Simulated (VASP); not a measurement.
# AlInC4N4 (P-43m) in VASP: further runs

The runs below take AlInC4N4 through single point, with PBE.

Program: VASP 6.6.1. These are calculated values, not measurements. Logs are shortened: lines on timing, memory, paths and dates and some standing lists are left out, and cuts for length are marked.

## 1. The cell of the first run

Symmetry: P-43m, No. 215, cubic system. The conventional cell has a = 5.992 Å, b = 5.992 Å, c = 5.992 Å, α = 90.00°, β = 90.00°, γ = 90.00°. Within 2.4 Å of Al (site symmetry -43m) lie 4 N at 1.84 Å. In (site symmetry -43m) has 4 C at 2.16 Å within 2.9 Å. Within 1.6 Å of C (site symmetry 3m) lie 1 N at 1.19 Å. N (site symmetry 3m) has 1 C at 1.19 Å within 1.6 Å.

## 2. Single point, PBE

File INCAR:

```
PREC     = Accurate       # precision mode
ENCUT    = 910            # plane-wave cutoff, eV
EDIFF    = 1E-6           # SCF threshold, eV
ISMEAR   = 0              # smearing method
SIGMA    = 0.1            # smearing width, eV
LREAL    = F              # projectors in reciprocal space
LASPH    = T              # aspherical terms in the spheres
NELM     = 120            # most SCF steps
ALGO     = Normal         # electronic algorithm
ISIF     = 2              # what is computed and relaxed
LWAVE    = F              # write WAVECAR
LCHARG   = T              # write CHGCAR
GGA      = PE             # functional
LELF     = T              # ELF
LVHAR    = T            
NBANDS   = 37             # bands
GGA_COMPAT= F
```

File KPOINTS:

```
Automatic mesh
0
Gamma
  6 6 6
```

File POSCAR:

```
AlInC4N4
1.0
    5.9922858661      0.0000000000      0.0000000000
    0.0000000000      5.9922858661      0.0000000000
    0.0000000000      0.0000000000      5.9922858661
Al In C N
1 1 4 4
Direct
    0.5000000000      0.5000000000      0.5000000000
    0.0000000000      0.0000000000      0.0000000000
    0.2084788481      0.2084788481      0.2084788481
    0.2084788481      0.7915211519      0.7915211519
    0.7915211519      0.2084788481      0.7915211519
    0.7915211519      0.7915211519      0.2084788481
    0.3227254909      0.3227254909      0.3227254909
    0.3227254909      0.6772745091      0.6772745091
    0.6772745091      0.3227254909      0.6772745091
    0.6772745091      0.6772745091      0.3227254909
```

Potentials or basis: VASP PAW PBE potentials, release 64 (Al, In_d, C_h, N_h).

Command:

```console
$ cat potpaw_PBE.64/Al/POTCAR potpaw_PBE.64/In_d/POTCAR potpaw_PBE.64/C_h/POTCAR potpaw_PBE.64/N_h/POTCAR > POTCAR
$ mpirun -np 1 vasp_std > vasp.out
```

OUTCAR:

```text
PREC = Accurate
   ENCUT = 910
   EDIFF = 1E-6
   ISMEAR = 0
   LREAL = F
   LASPH = T
   NELM = 120
   ISIF = 2
   GGA = PE

 ion  position               nearest neighbor table
   1  0.500  0.500  0.500-   7 1.84   8 1.84   9 1.84  10 1.84
   2  0.000  0.000  0.000-   3 2.16   4 2.16   5 2.16   6 2.16
   3  0.208  0.208  0.208-   7 1.19   2 2.16
   4  0.208  0.792  0.792-   8 1.19   2 2.16
   5  0.792  0.208  0.792-   9 1.19   2 2.16
   6  0.792  0.792  0.208-  10 1.19   2 2.16
   7  0.323  0.323  0.323-   3 1.19   1 1.84
   8  0.323  0.677  0.677-   4 1.19   1 1.84
   9  0.677  0.323  0.677-   5 1.19   1 1.84
  10  0.677  0.677  0.323-   6 1.19   1 1.84

  LATTYP: Found a simple cubic cell.
 ALAT       =     5.9922858661

  Lattice vectors:

 A1 = (   5.9922858661,   0.0000000000,   0.0000000000)
 A2 = (   0.0000000000,   5.9922858661,   0.0000000000)
 A3 = (   0.0000000000,   0.0000000000,   5.9922858661)

Analysis of symmetry for initial positions (statically):
=====================================================================
 Subroutine PRICEL returns:
 Original cell was already a primitive cell.

 Routine SETGRP: Setting up the symmetry group for a
 simple cubic supercell.

 Subroutine GETGRP returns: Found 24 space group operations
 (whereof 24 operations were pure point group operations)
 out of a pool of 48 trial point group operations.

The static configuration has the point symmetry T_d .

Analysis of symmetry for dynamics (positions and initial velocities):
=====================================================================
 Subroutine PRICEL returns:
 Original cell was already a primitive cell.

 Routine SETGRP: Setting up the symmetry group for a
 simple cubic supercell.

 Subroutine GETGRP returns: Found 24 space group operations
 (whereof 24 operations were pure point group operations)
 out of a pool of 48 trial point group operations.

The dynamic configuration has the point symmetry T_d .

 Subroutine INISYM returns: Found 24 space group operations
 (whereof 24 operations are pure point group operations),
 and found     1 'primitive' translations

----------------------------------------------------------------------------------------

                                     Primitive cell

  volume of cell :     215.1679

  direct lattice vectors                    reciprocal lattice vectors
     5.992285866  0.000000000  0.000000000     0.166881224  0.000000000  0.000000000
     0.000000000  5.992285866  0.000000000     0.000000000  0.166881224  0.000000000
     0.000000000  0.000000000  5.992285866     0.000000000  0.000000000  0.166881224

  length of vectors
     5.992285866  5.992285866  5.992285866     0.166881224  0.166881224  0.166881224

  position of ions in fractional coordinates (direct lattice)
     0.500000000  0.500000000  0.500000000
     0.000000000  0.000000000  0.000000000
     0.208478848  0.208478848  0.208478848
     0.208478848  0.791521152  0.791521152
     0.791521152  0.208478848  0.791521152
     0.791521152  0.791521152  0.208478848
     0.322725491  0.322725491  0.322725491
     0.322725491  0.677274509  0.677274509
     0.677274509  0.322725491  0.677274509
     0.677274509  0.677274509  0.322725491

  ion indices of the primitive-cell ions
   primitive index   ion index
                 1           1
                 2           2
                 3           3
                 4           4
                 5           5
                 6           6
                 7           7
                 8           8
                 9           9
                10          10

----------------------------------------------------------------------------------------

 KPOINTS: Automatic mesh

Automatic generation of k-mesh.
 Grid dimensions read from file:
 generate k-points for:    6    6    6

 Generating k-lattice:

  Cartesian coordinates                     Fractional coordinates (reciprocal lattice)
     0.027813537  0.000000000  0.000000000     0.166666667  0.000000000  0.000000000
[... 57 lines left out ...]
     37       8.3131      0.00000

 k-point     2 :       0.1667    0.0000    0.0000
  band No.  band energies     occupation
      1     -17.8466      2.00000
      2     -17.6378      2.00000
      3     -17.6326      2.00000
      4     -17.6326      2.00000
      5     -14.1069      2.00000
      6     -14.1057      2.00000
[... 29 lines left out ...]
     36       7.7322      0.00000
     37       8.2809      0.00000

 k-point     3 :       0.3333    0.0000    0.0000
  band No.  band energies     occupation
      1     -17.8357      2.00000
      2     -17.6490      2.00000
      3     -17.6325      2.00000
      4     -17.6325      2.00000
      5     -14.1092      2.00000
      6     -14.1056      2.00000
[... 29 lines left out ...]
     36       6.8512      0.00000
     37       8.1823      0.00000

 k-point     4 :       0.5000    0.0000    0.0000
  band No.  band energies     occupation
      1     -17.8297      2.00000
      2     -17.6550      2.00000
      3     -17.6324      2.00000
      4     -17.6324      2.00000
      5     -14.1104      2.00000
      6     -14.1056      2.00000
[... 29 lines left out ...]
     36       6.1202      0.00000
     37       8.1324      0.00000
[... 523 lines left out ...]
      1     -17.8131      2.00000
      2     -17.6475      2.00000
      3     -17.6447      2.00000
      4     -17.6427      2.00000
      5     -14.1074      2.00000
      6     -14.1056      2.00000
[... 29 lines left out ...]
     36       6.5591      0.00000
     37       6.9406      0.00000

 k-point    19 :       0.5000    0.5000    0.3333
  band No.  band energies     occupation
      1     -17.8108      2.00000
      2     -17.6462      2.00000
      3     -17.6462      2.00000
      4     -17.6445      2.00000
      5     -14.1065      2.00000
      6     -14.1055      2.00000
[... 29 lines left out ...]
     36       6.5823      0.00000
     37       6.5823      0.00000

 k-point    20 :       0.5000    0.5000    0.5000
  band No.  band energies     occupation
      1     -17.8091      2.00000
      2     -17.6461      2.00000
      3     -17.6461      2.00000
      4     -17.6461      2.00000
      5     -14.1054      2.00000
      6     -14.1054      2.00000
[... 29 lines left out ...]
     36       6.3695      0.00000
     37       6.3695      0.00000

------------------------ aborting loop because EDIFF is reached ----------------------------------------

  FORCE on cell =-STRESS in cart. coord.  units (eV):
  Direction    XX          YY          ZZ          XY          YZ          ZX
  --------------------------------------------------------------------------------------
  -------------------------------------------------------------------------------------
  Total       -0.1905673     -0.1905673     -0.1905673      0.0000000      0.0000000      0.0000000
  in kB       -1.4189970     -1.4189970     -1.4189970      0.0000000      0.0000000      0.0000000
  external PRESSURE =      -1.4189970 kB  Pullay stress =       0.0000000 kB

 VOLUME and BASIS-vectors are now :
 -----------------------------------------------------------------------------
  energy-cutoff  :      910.00
  volume of cell :      215.17
      direct lattice vectors                 reciprocal lattice vectors
     5.992285866  0.000000000  0.000000000     0.166881224  0.000000000  0.000000000
     0.000000000  5.992285866  0.000000000     0.000000000  0.166881224  0.000000000
     0.000000000  0.000000000  5.992285866     0.000000000  0.000000000  0.166881224

 POSITION                                       TOTAL-FORCE (eV/Angst)
 -----------------------------------------------------------------------------------
      2.99614      2.99614      2.99614         0.000000      0.000000     -0.000000
      0.00000      0.00000      0.00000         0.000000      0.000000     -0.000000
      1.24926      1.24926      1.24926        -0.010910     -0.010910     -0.010910
      1.24926      4.74302      4.74302        -0.010910      0.010910      0.010910
      4.74302      1.24926      4.74302         0.010910     -0.010910      0.010910
      4.74302      4.74302      1.24926         0.010910      0.010910     -0.010910
      1.93386      1.93386      1.93386         0.020094      0.020094      0.020094
      1.93386      4.05842      4.05842         0.020094     -0.020094     -0.020094
      4.05842      1.93386      4.05842        -0.020094      0.020094     -0.020094
      4.05842      4.05842      1.93386        -0.020094     -0.020094      0.020094
 -----------------------------------------------------------------------------------
    total drift:                                0.000000      0.000000      0.000000

  FREE ENERGIE OF THE ION-ELECTRON SYSTEM (eV)
  ---------------------------------------------------
  free  energy   TOTEN  =       -72.0209578915 eV

  energy  without entropy=      -71.9702374334  energy(sigma->0) =      -71.99559766
```

Run time: 4.1 min. Hardware: 1 thread of Intel Xeon Platinum 8488C (Sapphire Rapids), shared host; peak memory 0.72 GiB.

What came out:

```yaml
Free_energy: -72.0210 eV
Pressure: -0.1 GPa
Largest_force: 0.035 eV/Å
Band_gap_on_the_k_mesh: zero (bands 26 and 27 overlap by 0.36 eV)
```

Forces in eV/Å, atoms in the order of the input:
```
Al   0.000  0.000  0.000
In   0.000  0.000  0.000
C   -0.011 -0.011 -0.011
C   -0.011  0.011  0.011
C    0.011 -0.011  0.011
C    0.011  0.011 -0.011
N    0.020  0.020  0.020
N    0.020 -0.020 -0.020
N   -0.020  0.020 -0.020
N   -0.020 -0.020  0.020
```

Levels at points of the mesh, in eV from the Fermi level:
```
           k point  band 23  band 24  band 25  band 26  band 27  band 28  band 29  band 30
(0.00, 0.00, 0.00)    -6.25    -6.25    -6.25    -0.19    -0.19    -0.19     0.54     0.54
(0.50, 0.00, 0.00)    -6.41    -6.09    -6.09     0.06     0.06     0.07     0.39     1.22
(0.50, 0.50, 0.00)    -6.14    -6.12    -6.12     0.15     0.21     0.41     0.41     1.22
(0.50, 0.50, 0.50)    -6.14    -6.14    -6.14     0.17     0.17     0.17     0.74     0.74
```

Caveat: the cutoff is under 1.25 times the usual one of these potentials, so pressure, stress and relaxed cells hold a basis-set (Pulay) error; spin-orbit coupling is left out, which moves the levels of the heavy elements.

## 3. Single point, PBE

This run uses another cell than the first one, of 20.83 Å³/atom.

File INCAR:

```
ALGO = Normal
EDIFF = 1E-6
ENCUT = 910
GGA = PE
GGA_COMPAT = False
ISIF = 2
ISMEAR = 0
LASPH = True
LCHARG = False
LREAL = False
LWAVE = False
NBANDS = 37
NELM = 120
PREC = Accurate
SIGMA = 0.1
```

File KPOINTS:

```
k-points
0
Gamma
  4 4 4
```

File POSCAR:

```
AlInC4N4
1.0
    5.9276552100      0.0000000000      0.0000000000
    0.0000000000      5.9276552100      0.0000000000
    0.0000000000      0.0000000000      5.9276552100
Al In C N
1 1 4 4
Direct
    0.5000000000      0.5000000000      0.5000000000
    0.0000000000      0.0000000000      0.0000000000
    0.1948962700      0.1948962700      0.1948962700
    0.1948962700      0.8051037300      0.8051037300
    0.8051037300      0.1948962700      0.8051037300
    0.8051037300      0.8051037300      0.1948962700
    0.3088536100      0.3088536100      0.3088536100
    0.3088536100      0.6911463900      0.6911463900
    0.6911463900      0.3088536100      0.6911463900
    0.6911463900      0.6911463900      0.3088536100
```

Potentials or basis: VASP PAW PBE potentials, release 64 (Al, In_d, C_h, N_h).

Command:

```console
$ cat potpaw_PBE.64/Al/POTCAR potpaw_PBE.64/In_d/POTCAR potpaw_PBE.64/C_h/POTCAR potpaw_PBE.64/N_h/POTCAR > POTCAR
$ mpirun -np 1 vasp_std > vasp.out
```

It took 3.3 min on 1 thread of AMD EPYC 7R43 (Zen 3), shared host; peak memory 0.56 GiB.

The run converged. Its results:

* Free energy: -70.6696 eV
* Pressure: 3.9 GPa
* Largest force: 3.381 eV/Å
* Band gap on the k mesh: zero (bands 26 and 27 overlap by 0.51 eV)

Forces in eV/Å, atoms in the order of the input:
```
Al   0.000  0.000  0.000
In   0.000  0.000  0.000
C    0.707  0.707  0.707
C    0.707 -0.707 -0.707
C   -0.707  0.707 -0.707
C   -0.707 -0.707  0.707
N    1.952  1.952  1.952
N    1.952 -1.952 -1.952
N   -1.952  1.952 -1.952
N   -1.952 -1.952  1.952
```

Levels at points of the mesh, in eV from the Fermi level:
```
           k point  band 22  band 23  band 24  band 25  band 26  band 27  band 28  band 29
(0.00, 0.00, 0.00)    -6.50    -6.49    -6.49    -6.49    -0.23    -0.23    -0.23     0.64
(0.50, 0.00, 0.00)    -6.62    -6.45    -6.16    -6.16     0.01     0.01     0.18     0.35
(0.50, 0.50, 0.00)    -6.59    -6.37    -6.18    -6.18     0.21     0.24     0.48     0.48
(0.50, 0.50, 0.50)    -6.59    -6.37    -6.37    -6.37     0.28     0.28     0.28     0.74
```

Caveat: the cutoff is under 1.25 times the usual one of these potentials, so pressure, stress and relaxed cells hold a basis-set (Pulay) error; the cell stands under pressure; spin-orbit coupling is left out, which moves the levels of the heavy elements; forces of over 1 eV/Å act on the atoms, so gaps and moduli don't describe the material at rest.

## 4. Single point, PBE

This run uses another cell than the first one, of 21.45 Å³/atom.

File INCAR:

```
  ALGO = Normal
  EDIFF = 1E-6
  ENCUT = 910
  GGA = PE
  GGA_COMPAT = False
  ISIF = 2
  ISMEAR = 0
  LASPH = True
  LCHARG = False
  LREAL = False
  LWAVE = False
  NBANDS = 37
  NELM = 120
  PREC = Accurate
  SIGMA = 0.1
```

KPOINTS is that of step 3.

File POSCAR:

```
AlInC4N4
1.0
    5.9861454742      0.0000000000      0.0000000000
    0.0000000000      5.9861454742      0.0000000000
    0.0000000000      0.0000000000      5.9861454742
Al In C N
1 1 4 4
Direct
    0.5000000000      0.5000000000      0.5000000000
    0.0000000000      0.0000000000      0.0000000000
    0.2084210447      0.2084210447      0.2084210447
    0.2084210447      0.7915789553      0.7915789553
    0.7915789553      0.2084210447      0.7915789553
    0.7915789553      0.7915789553      0.2084210447
    0.3227445202      0.3227445202      0.3227445202
    0.3227445202      0.6772554798      0.6772554798
    0.6772554798      0.3227445202      0.6772554798
    0.6772554798      0.6772554798      0.3227445202
```

Command:

```console
$ cat potpaw_PBE.64/Al/POTCAR potpaw_PBE.64/In_d/POTCAR potpaw_PBE.64/C_h/POTCAR potpaw_PBE.64/N_h/POTCAR > POTCAR
$ mpirun -np 1 vasp_std > vasp.out
```

Run time: 2 min. Hardware: 1 thread of Intel Xeon 6975P-C (Granite Rapids), shared host; peak memory 0.58 GiB.

It converged, with:

| Property | Result |
| --- | --- |
| Free energy | -72.0212 eV |
| Pressure | 0.1 GPa |
| Largest force | 0.024 eV/Å |
| Band gap on the k mesh | zero (bands 26 and 27 overlap by 0.36 eV) |

Forces in eV/Å, atoms in the order of the input:
```
Al   0.000  0.000  0.000
In   0.000  0.000  0.000
C   -0.014 -0.014 -0.014
C   -0.014  0.014  0.014
C    0.014 -0.014  0.014
C    0.014  0.014 -0.014
N    0.013  0.013  0.013
N    0.013 -0.013 -0.013
N   -0.013  0.013 -0.013
N   -0.013 -0.013  0.013
```

Levels at points of the mesh, in eV from the Fermi level:
```
           k point  band 24  band 25  band 26  band 27  band 28  band 29
(0.00, 0.00, 0.00)    -6.25    -6.25    -0.18    -0.18    -0.18     0.55
(0.50, 0.00, 0.00)    -6.08    -6.08     0.06     0.06     0.08     0.40
(0.50, 0.50, 0.00)    -6.11    -6.11     0.16     0.22     0.42     0.42
(0.50, 0.50, 0.50)    -6.13    -6.13     0.17     0.17     0.17     0.75
```

Caveat: the cutoff is under 1.25 times the usual one of these potentials, so pressure, stress and relaxed cells hold a basis-set (Pulay) error; spin-orbit coupling is left out, which moves the levels of the heavy elements.

## 5. Single point, PBE, collinear spin, ferromagnetic start

This run uses another cell than the first one, of 21.45 Å³/atom.

File INCAR:

```
SYSTEM = AlInC4N4
PREC = Accurate
ENCUT = 520
EDIFF = 1E-6
ISMEAR = 0
SIGMA = 0.1
LREAL = .FALSE.
LASPH = .TRUE.
NELM = 150
ALGO = Normal
ISIF = 2
LWAVE = .FALSE.
LCHARG = .TRUE.
ISPIN = 2
MAGMOM = 0 0 1 1 1 1 1 1 1 1
LORBIT = 11
GGA = PE
LELF = .TRUE.
LVHAR = .TRUE.
NBANDS = 41
```

File KPOINTS:

```
Automatic mesh
0
G
  4 4 4
  0 0 0
```

POSCAR is that of step 4.

Potentials or basis: VASP PAW PBE potentials, release 64 (Al, In_d, C, N).

Command:

```console
$ cat potpaw_PBE.64/Al/POTCAR potpaw_PBE.64/In_d/POTCAR potpaw_PBE.64/C/POTCAR potpaw_PBE.64/N/POTCAR > POTCAR
$ mpirun -np 1 vasp_std > vasp.out
```

It took 6.1 min on 1 thread of Intel Xeon 8259CL, shared host; peak memory 0.48 GiB.

Results (log left out):

```
Free energy                                           : -71.8482 eV
Pressure                                              : 0.4 GPa
Largest force                                         : 0.356 eV/Å
Net moment                                            : 1.39 μB per cell
Site moments                                          : Al +0.02; In +0.06; C +0.09; N +0.03 μB
Valence electrons inside the program's atomic spheres : Al 0.76; In 11.53; C 2.54; N 3.94
```

Forces on the atoms (eV/Å):
```
Al   0.000  0.000  0.000
In   0.000  0.000  0.000
C   -0.194 -0.194 -0.194
C   -0.194  0.194  0.194
C    0.194 -0.194  0.194
C    0.194  0.194 -0.194
N    0.205  0.205  0.205
N    0.205 -0.205 -0.205
N   -0.205  0.205 -0.205
N   -0.205 -0.205  0.205
```

Levels at points of the mesh, in eV from the Fermi level:
Spin up:
```csv
k point,band 23,band 24,band 25,band 26,band 27,band 28,band 29,band 30
"(0.00, 0.00, 0.00)",-6.35,-6.35,-6.35,-0.35,-0.35,-0.35,0.40,0.40
"(0.50, 0.00, 0.00)",-6.51,-6.18,-6.18,-0.10,-0.10,-0.08,0.23,1.08
"(0.50, 0.50, 0.00)",-6.24,-6.21,-6.21,0.00,0.05,0.26,0.26,1.06
"(0.50, 0.50, 0.50)",-6.24,-6.24,-6.24,0.02,0.02,0.02,0.58,0.58
```
Spin down:
```tsv
k point	band 23	band 24	band 25	band 26	band 27	band 28
(0.00, 0.00, 0.00)	-6.19	-6.19	-6.19	-0.04	-0.04	-0.04
(0.50, 0.00, 0.00)	-6.34	-6.02	-6.02	0.20	0.21	0.21
(0.50, 0.50, 0.00)	-6.07	-6.04	-6.04	0.29	0.35	0.55
(0.50, 0.50, 0.50)	-6.07	-6.07	-6.07	0.30	0.30	0.30
```

Caveat: spin-orbit coupling is left out, which moves the levels of the heavy elements.

## 6. The runs side by side

| potentials or basis | spin | cell | k mesh | cutoff (eV) | gap on the mesh (eV) | pressure (GPa) | largest force (eV/Å) |
| --- | --- | --- | --- | --- | --- | --- | --- |
| VASP PAW PBE potentials, release 64 (Al, In_d, C_h, N_h) | off | a = 5.992 Å, 10 atoms, atomic positions A | 6 × 6 × 6 | 910 | none | -0.1 | 0.03 |
| VASP PAW PBE potentials, release 64 (Al, In_d, C_h, N_h) | off | a = 5.928 Å, 10 atoms, atomic positions B | 4 × 4 × 4 | 910 | none | 3.9 | 3.38 |
| VASP PAW PBE potentials, release 64 (Al, In_d, C_h, N_h) | off | a = 5.986 Å, 10 atoms, atomic positions A | 4 × 4 × 4 | 910 | none | 0.1 | 0.02 |
| VASP PAW PBE potentials, release 64 (Al, In_d, C, N) | collinear, ferromagnetic start | a = 5.986 Å, 10 atoms, atomic positions A | 4 × 4 × 4 | 520 | none | 0.4 | 0.36 |

Alike in all rows: task single point; level PBE; smearing gaussian 0.1 eV.

Caveats: spin-orbit coupling is left out, which moves the levels of the heavy elements; the cutoff is under 1.25 times the usual one of these potentials, so pressure, stress and relaxed cells hold a basis-set (Pulay) error (at least some runs); the cell stands under pressure (at least some runs); forces of over 1 eV/Å act on the atoms, so gaps and moduli don't describe the material at rest (at least some runs).

Absolute energies hang on the potentials; compare differences alone.
